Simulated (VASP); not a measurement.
**Na: single point with PBE**

The system is Na.

```xyz
1
Lattice="2.8600 0.0000 0.0000 0.0000 2.8600 0.0000 0.0000 0.0000 2.8600" Properties=species:S:1:pos:R:3 pbc="T T T"
Na    0.0000    0.0000    0.0000
```

* Program: VASP 6.6.1
* Task: single point
* Functional: PBE
* Potentials or basis: VASP PAW PBE potentials, release 64 (Na_pv)
* Cutoff: 520 eV
* k mesh: 8 × 8 × 8
* Occupations: methfessel-paxton, width 0.15 eV
* Spin: no spin polarisation

```yaml
Pressure: 8.7 GPa
```

Levels at points of the mesh, in eV from the Fermi level:
| k point | band 1 | band 2 | band 3 | band 4 | band 5 | band 6 | band 7 | band 8 |
| --- | --- | --- | --- | --- | --- | --- | --- | --- |
| (0.00, 0.00, 0.00) | -25.04 | -25.04 | -25.04 | -4.38 | 10.67 | 10.67 | 13.60 | 13.60 |
| (0.50, 0.00, 0.00) | -25.28 | -25.02 | -25.02 | -0.18 | 0.72 | 13.92 | 15.81 | 15.81 |
| (0.50, 0.50, 0.00) | -25.24 | -25.24 | -25.00 | 3.42 | 4.31 | 4.31 | 6.62 | 19.10 |
| (0.50, 0.50, 0.50) | -25.21 | -25.21 | -25.21 | 7.24 | 7.24 | 7.24 | 8.90 | 9.04 |

Wall time 3.6 s on 1 thread of Intel(R) Xeon(R) Platinum 8259CL CPU @ 2.50GHz (Skylake/Cascade Lake) (shared host), peak memory 0.12 GiB.
